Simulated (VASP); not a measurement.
# Ti25O47 (a cell with a defect) in VASP: single point with PBEsol

Aim: the single point of Ti25O47 (a cell with a defect) with PBEsol.

Everything below comes from runs of VASP 6.6.1. Logs are shortened: lines on timing, memory, paths and dates and some standing lists are left out, and cuts for length are marked.

### 1 The cell of the first run

The cell holds a defect, 72 atoms: a = 9.183 Å, b = 9.183 Å, c = 8.817 Å, α = 90.00°, β = 90.00°, γ = 90.00°.

### 2 Single point, PBEsol

INCAR reads:

```
SYSTEM = Ti25O47
ALGO = Normal
EDIFF = 1E-6
ENCUT = 520
GGA = PS
GGA_COMPAT = .False.
ISIF = 2
ISMEAR = -1
ISYM = 0
LASPH = .True.
LCHARG = .False.
LREAL = Auto
LWAVE = .False.
NBANDS = 333
NELECT = 584.0
NELM = 120
PREC = Accurate
SIGMA = 0.05
```

KPOINTS reads:

```
Automatic mesh
0
Gamma
  1 1 1
  0.25 0.25 0.25
```

POSCAR reads:

```
Ti25O47
1.0
    9.1828280000      0.0000000000      0.0000000000
    0.0000000000      9.1828280000      0.0000000000
    0.0000000000      0.0000000000      8.8166120000
Ti O
25 47
Direct
    0.9879580000      0.0016010000      0.0004750000
    0.0052600000      0.9973640000      0.3307860000
    0.0014910000      0.0031350000      0.6709660000
    0.9984370000      0.5026270000      0.0005530000
    0.0068690000      0.4942050000      0.3312800000
    0.0083730000      0.4965500000      0.6697190000
    0.5021330000      0.9969300000      0.0005600000
    0.4931250000      0.9932530000      0.3305050000
    0.4925300000      0.9946110000      0.6697640000
    0.4993750000      0.4983320000      0.9984410000
    0.4836120000      0.4983940000      0.3238130000
    0.4764200000      0.5056420000      0.6738850000
    0.2480350000      0.2442720000      0.1638210000
    0.2514260000      0.2441780000      0.4999430000
    0.2488300000      0.2460920000      0.8367440000
    0.2462610000      0.7517060000      0.1642720000
    0.2433990000      0.7474040000      0.4990490000
    0.2457600000      0.7561980000      0.8348760000
    0.7495960000      0.2553620000      0.1652020000
    0.7373730000      0.2122630000      0.4992820000
    0.7440750000      0.2560060000      0.8356360000
    0.7476560000      0.7423620000      0.1674240000
    0.7617830000      0.7748510000      0.5004870000
    0.7468500000      0.7432150000      0.8342660000
    0.7410740000      0.4964010000      0.5027500000
    0.1517410000      0.1492060000      0.9995760000
    0.1539060000      0.1484710000      0.3334880000
    0.1537220000      0.1493610000      0.6665990000
    0.1526030000      0.6500050000      0.9997150000
    0.1565810000      0.6471050000      0.3319900000
    0.1585070000      0.6453180000      0.6697360000
    0.6529230000      0.1507780000      0.0001990000
    0.6462360000      0.1464190000      0.3245210000
    0.6473280000      0.1449010000      0.6738820000
    0.6526700000      0.6476550000      0.0009570000
    0.6629520000      0.6356110000      0.3450070000
    0.6609270000      0.6368420000      0.6554650000
    0.3440860000      0.3489300000      0.0003630000
    0.3472010000      0.3460920000      0.3335690000
    0.3460530000      0.3482470000      0.6659810000
    0.3431140000      0.8516380000      0.0010000000
    0.3435250000      0.8478220000      0.3350210000
    0.3451330000      0.8465030000      0.6653550000
    0.8451270000      0.3498510000      0.9981880000
    0.8314580000      0.3586330000      0.3478860000
    0.8310990000      0.3583010000      0.6535180000
    0.8437650000      0.8473760000      0.0003430000
    0.8449020000      0.8560050000      0.3241830000
    0.8448030000      0.8558300000      0.6761840000
    0.0968690000      0.3970610000      0.1642880000
    0.0949190000      0.3952480000      0.5005860000
    0.0957350000      0.3964350000      0.8353060000
    0.0951000000      0.9013570000      0.1640410000
    0.0939440000      0.8957520000      0.5025250000
    0.0938950000      0.9013610000      0.8338790000
    0.5949910000      0.3991520000      0.1654960000
    0.5930200000      0.3998440000      0.8313140000
    0.5928430000      0.8924110000      0.1673150000
    0.5976980000      0.9021060000      0.4995860000
    0.5935890000      0.8935000000      0.8330870000
    0.4010980000      0.0961320000      0.1660630000
    0.4006790000      0.0967090000      0.4999380000
    0.4015720000      0.0971650000      0.8341630000
    0.4028670000      0.6053580000      0.1636660000
    0.4018540000      0.5941970000      0.4970740000
    0.4033830000      0.6082540000      0.8406650000
    0.9022490000      0.1049410000      0.1694640000
    0.9051320000      0.0981900000      0.4988640000
    0.9019330000      0.1058460000      0.8318840000
    0.9035470000      0.5984030000      0.1687250000
    0.9191300000      0.6152060000      0.4986880000
    0.9022320000      0.5974260000      0.8316430000
```

Potentials or basis: VASP PAW PBE potentials, release 64 (Ti_sv, O).

The run is started by

```bash
> cat potpaw_PBE.64/Ti_sv/POTCAR potpaw_PBE.64/O/POTCAR > POTCAR
> mpirun -np 1 vasp_std > vasp.out
```

OUTCAR:

```text
SYSTEM = Ti25O47
   EDIFF = 1E-6
   ENCUT = 520
   GGA = PS
   ISIF = 2
   ISMEAR = -1
   ISYM = 0
   LASPH = .True.
   LREAL = Auto
   NELECT = 584.0
   NELM = 120
   PREC = Accurate

 ion  position               nearest neighbor table
   1  0.988  0.002  0.000-  67 1.93  69 1.94  47 1.94  53 1.97  55 1.99  26 2.02   3 2.91   2 2.92

   2  0.005  0.997  0.331-  53 1.90  27 1.95  54 1.96  48 1.96  67 1.97  68 1.97   1 2.92
   3  0.001  0.003  0.671-  55 1.91  69 1.93  28 1.94  68 1.96  54 1.97  49 1.98   1 2.91
   4  0.998  0.503  0.001-  70 1.93  72 1.94  29 1.96  50 1.96  52 1.97  44 1.99   5 2.92   6 2.92

   5  0.007  0.494  0.331-  50 1.91  51 1.93  30 1.97  70 1.97  71 2.02  45 2.04  25 2.87   4 2.92

   6  0.008  0.497  0.670-  52 1.90  51 1.93  31 1.94  72 1.96  71 2.03  46 2.07  25 2.86   4 2.92

   7  0.502  0.997  0.001-  58 1.94  60 1.95  61 1.95  63 1.96  41 1.98  32 1.98   8 2.91   9 2.92
[... 64 lines left out ...]
  69  0.902  0.106  0.832-   3 1.93   1 1.94  21 2.00
  70  0.904  0.598  0.169-   4 1.93  22 1.95   5 1.97
  71  0.919  0.615  0.499-  25 1.97   5 2.02   6 2.03  23 2.06
  72  0.902  0.597  0.832-   4 1.94  24 1.96   6 1.96

IMPORTANT INFORMATION: All symmetrisations will be switched off!
NOSYMM: (Re-)initialisation of all symmetry stuff for point group C_1.

----------------------------------------------------------------------------------------

                                     Primitive cell

  volume of cell :     743.4549

  direct lattice vectors                    reciprocal lattice vectors
     9.182828000  0.000000000  0.000000000     0.108898914  0.000000000  0.000000000
     0.000000000  9.182828000  0.000000000     0.000000000  0.108898914  0.000000000
     0.000000000  0.000000000  8.816612000     0.000000000  0.000000000  0.113422253

  length of vectors
     9.182828000  9.182828000  8.816612000     0.108898914  0.108898914  0.113422253

  position of ions in fractional coordinates (direct lattice)
     0.987958000  0.001601000  0.000475000
     0.005260000  0.997364000  0.330786000
     0.001491000  0.003135000  0.670966000
     0.998437000  0.502627000  0.000553000
     0.006869000  0.494205000  0.331280000
     0.008373000  0.496550000  0.669719000
[... 64 lines left out ...]
     0.919130000  0.615206000  0.498688000
     0.902232000  0.597426000  0.831643000

  ion indices of the primitive-cell ions
   primitive index   ion index
                 1           1
                 2           2
                 3           3
                 4           4
                 5           5
                 6           6
[... 64 lines left out ...]
                71          71
                72          72

----------------------------------------------------------------------------------------

 KPOINTS: Automatic mesh

Automatic generation of k-mesh.
 Grid dimensions read from file:
 generate k-points for:    1    1    1

 Generating k-lattice:

  Cartesian coordinates                     Fractional coordinates (reciprocal lattice)
     0.108898914  0.000000000  0.000000000     1.000000000  0.000000000  0.000000000
     0.000000000  0.108898914  0.000000000     0.000000000  1.000000000  0.000000000
     0.000000000  0.000000000  0.113422253     0.000000000  0.000000000  1.000000000

  Length of vectors
     0.108898914  0.108898914  0.113422253

  Shift w.r.t. Gamma in fractional coordinates (k-lattice)
     0.250000000  0.250000000  0.250000000

 Subroutine IBZKPT returns following result:
 ===========================================

 Found      4 irreducible k-points:

 Following reciprocal coordinates:
            Coordinates               Weight
  0.250000  0.250000  0.250000      2.000000
 -0.250000  0.250000  0.250000      2.000000
 -0.250000 -0.250000  0.250000      2.000000
  0.250000 -0.250000  0.250000      2.000000
   k-points           NKPTS =      4   k-points in BZ     NKDIM =      4   number of bands    NBANDS=    333
   number of dos      NEDOS =    301   number of ions     NIONS =     72
   total plane-waves  NPLWV = 343000
   dimension x,y,z NGX =    70 NGY =   70 NGZ =   70
   dimension x,y,z NGXF=   140 NGYF=  140 NGZF=  140
   ions per type =              25  47
   NGX,Y,Z   is equivalent  to a cutoff of  12.67, 12.67, 13.20 a.u.
   NGXF,Y,Z  is equivalent  to a cutoff of  25.35, 25.35, 26.40 a.u.
 SYSTEM =  Ti25O47
   PREC   = accura    normal or accurate (medium, high low for compatibility)
   ISTART =      0    job   : 0-new  1-cont  2-samecut
   ICHARG =      2    charge: 1-file 2-atom 10-const
   ISPIN  =      1    spin polarized calculation?
   LNONCOLLINEAR =      F non collinear calculations
   LSORBIT =      F    spin-orbit coupling
   LASPH  =      T    aspherical Exc in radial PAW
   ENCUT  =  520.0 eV  38.22 Ry    6.18 a.u.  17.07 17.07 16.39*2*pi/ulx,y,z
   NELM   =    120;   NELMIN=  2; NELMDL= -5     # of ELM steps
   EDIFF  = 0.1E-05   stopping-criterion for ELM
   LREAL  =      T    real-space projection
   EDIFFG = 0.1E-04   stopping-criterion for IOM
   NSW    =      0    number of steps for IOM
   IBRION =     -1    ionic relax: 0-MD 1-quasi-New 2-CG
   NFREE  =      0    steps in history (QN), initial steepest desc. (CG)
   ISIF   =      2    stress and relaxation
   ISYM   =      0    0-nonsym 1-usesym 2-fastsym
   POTIM  = 0.5000    time-step for ionic-motion
   TEBEG  =    0.0;   TEEND  =   0.0 temperature during run
   PSTRESS=    0.0 pullay stress
   NELECT =     584.0000    total number of electrons
   NUPDOWN=      -1.0000    fix difference up-down
   EMIN   =  10.00;   EMAX   =-10.00  energy-range for DOS
   EFERMI =   0.00;   METHOD = LEGACY
   ISMEAR =    -1;   SIGMA  =   0.05  broadening in eV -4-tet -1-fermi 0-gaus
   EFERMI_NEDOS =   21; number of points for ismear=-14 and -15
   IALGO  =     38    algorithm
   IMIX   =      4    mixing-type and parameters
     AMIX     =   0.40;   BMIX     =  1.00
     AMIX_MAG =   1.60;   BMIX_MAG =  1.00
  volume/ion in A,a.u.               =      10.33        69.68
  Fermi-wavevector in a.u.,A,eV,Ry     =   1.510524  2.854476 31.044170  2.281682
  Thomas-Fermi vector in A             =   2.620702
   LORBIT       =      0    0 simple, 1 ext, 2 COOP (PROOUT), +10 PAW based schemes
   GGA     = PS    functional components
   LHFCALC =     F    Hartree Fock is set to
   AEXX    =    0.0000 exact exchange contribution
   IVDW    =     0    specifies the selected vdW correction
   LEPSILON=     F    determine dielectric tensor
   LRPA    =     F    only Hartree local field effects (RPA)
 non-spin polarized calculation
  energy-cutoff  :      520.00
  volume of cell :      743.45
 maximum number of plane-waves:     20027
 NGX is ok and might be reduce to    70
   NGX = 35   NGY = 35   NGZ = 33

 number of electron     584.0000011 magnetization

 Free energy of the ion-electron system (eV)
  ---------------------------------------------------
  ext. energy  EPLUGINS =         0.00000000
  ---------------------------------------------------
  free energy    TOTEN  =      -658.35499818 eV

  energy without entropy =     -658.08913503  energy(sigma->0) =     -658.22206660

 E-fermi :   7.2683     XC(G=0): -11.8316

 val. band max:        7.2537801664   @ k =  -0.2500  -0.2500   0.2500
 cond. band min:       7.2857032763   @ k =  -0.2500  -0.2500   0.2500
 fundamental gap:      0.0319231099
 Fermi energy:         7.2683353677

 k-point     1 :       0.2500    0.2500    0.2500
  band No.  band energies     occupation
      1     -51.2681      2.00000
      2     -51.2675      2.00000
      3     -51.2529      2.00000
      4     -51.2441      2.00000
      5     -51.2410      2.00000
      6     -51.2391      2.00000
[... 1217 lines left out ...]
    303       7.6688      0.00066
    304       7.6935      0.00041
 [bands above 304 left out]

------------------------ aborting loop because EDIFF is reached ----------------------------------------

  FORCE on cell =-STRESS in cart. coord.  units (eV):
  Direction    XX          YY          ZZ          XY          YZ          ZX
  --------------------------------------------------------------------------------------
  -------------------------------------------------------------------------------------
  Total       47.2079863     39.3392195     39.3967561      2.9922207      0.2949220     -0.0859018
  in kB      101.7352436     84.7777123     84.9017062      6.4483644      0.6355697     -0.1851222
  external PRESSURE =      90.4715540 kB  Pullay stress =       0.0000000 kB

 VOLUME and BASIS-vectors are now :
 -----------------------------------------------------------------------------
  energy-cutoff  :      520.00
  volume of cell :      743.45
      direct lattice vectors                 reciprocal lattice vectors
     9.182828000  0.000000000  0.000000000     0.108898914  0.000000000  0.000000000
     0.000000000  9.182828000  0.000000000     0.000000000  0.108898914  0.000000000
     0.000000000  0.000000000  8.816612000     0.000000000  0.000000000  0.113422253

 POSITION                                       TOTAL-FORCE (eV/Angst)
 -----------------------------------------------------------------------------------
      9.07225      0.01470      0.00419        -0.013067      0.001735      0.018054
      0.04830      9.15862      2.91641         0.015580      0.071815      0.036004
      0.01369      0.02879      5.91565         0.045950     -0.028816     -0.070927
      9.16848      4.61554      0.00488         0.088634     -0.050794     -0.072429
      0.06308      4.53820      2.92077         0.085071      0.120527      0.071405
      0.07689      4.55973      5.90465         0.013754     -0.005447     -0.026301
[... 64 lines left out ...]
      8.44021      5.64933      4.39674        -0.039984     -0.000945      0.095759
      8.28504      5.48606      7.33227         0.025207      0.052060     -0.005928
 -----------------------------------------------------------------------------------
    total drift:                               -0.066243      0.011975     -0.017448

  FREE ENERGIE OF THE ION-ELECTRON SYSTEM (eV)
  ---------------------------------------------------
  free  energy   TOTEN  =      -658.3549981799 eV

  energy  without entropy=     -658.0891350291  energy(sigma->0) =     -658.22206660
```

It took 1.8 h on 1 thread of AMD EPYC 7R43 (Zen 3), shared host; peak memory 1 GiB.

What came out:

- Free energy: -658.3550 eV
- Largest force: 0.210 eV/Å

Forces on the atoms (eV/Å):
```
Ti  -0.013  0.002  0.018
Ti   0.016  0.072  0.036
Ti   0.046 -0.029 -0.071
Ti   0.089 -0.051 -0.072
Ti   0.085  0.121  0.071
Ti   0.014 -0.005 -0.026
Ti  -0.019  0.028 -0.003
Ti   0.023  0.006  0.004
Ti   0.039 -0.043 -0.033
Ti  -0.063 -0.015  0.106
Ti  -0.111 -0.012  0.060
Ti   0.002 -0.014 -0.179
Ti   0.016  0.037 -0.073
Ti  -0.036  0.012 -0.001
Ti  -0.062 -0.001  0.041
Ti   0.097  0.017  0.021
Ti   0.047 -0.022  0.016
Ti  -0.013  0.007  0.073
Ti  -0.051 -0.072 -0.093
Ti  -0.061  0.096  0.002
Ti   0.072 -0.005 -0.005
Ti  -0.076  0.066 -0.052
Ti   0.029 -0.101  0.005
Ti   0.002  0.098  0.004
Ti   0.030 -0.041  0.001
O   -0.080 -0.119  0.005
O   -0.072 -0.076  0.039
O   -0.032 -0.077  0.003
O   -0.156 -0.051 -0.016
O   -0.112 -0.134 -0.076
O   -0.054 -0.038 -0.006
O   -0.071 -0.097  0.029
O   -0.087 -0.041  0.089
O   -0.135 -0.034 -0.017
O   -0.067 -0.156 -0.048
O   -0.038 -0.037 -0.028
O   -0.073  0.014  0.101
O    0.150  0.070 -0.020
O    0.076  0.047  0.025
O    0.079  0.055  0.006
O    0.063  0.098 -0.059
O   -0.003  0.021  0.038
O    0.027  0.066 -0.062
O    0.110  0.140  0.111
O    0.046  0.001 -0.066
O    0.053  0.047 -0.026
O    0.053  0.007 -0.007
O    0.095  0.051  0.032
O    0.036  0.016 -0.020
O   -0.079 -0.003  0.024
O    0.002 -0.021 -0.042
O   -0.003  0.035  0.017
O   -0.058  0.017 -0.019
O   -0.089  0.058 -0.102
O   -0.019  0.064  0.096
O   -0.005  0.054  0.015
O   -0.095  0.086  0.007
O    0.037  0.004  0.034
O   -0.047  0.004  0.033
O   -0.019 -0.029 -0.032
O   -0.010  0.013 -0.053
O    0.045 -0.002  0.039
O   -0.007 -0.025  0.021
O    0.122 -0.021 -0.100
O    0.039 -0.027  0.075
O    0.090 -0.081  0.013
O    0.097 -0.020  0.003
O    0.081 -0.009  0.008
O    0.025 -0.028 -0.006
O   -0.001 -0.045  0.001
O   -0.040 -0.001  0.096
O    0.025  0.052 -0.006
```

Caveat: the cell carries a net charge on a neutralising background, which shifts energy and pressure; the cell is charged against a uniform background, so pressure and absolute levels hang on convention; the PAW data sets were made with another functional, which shifts forces and pressure a little; semilocal functionals often make such compounds metallic where correlation or magnetic order opens a gap, which also shifts bond lengths.
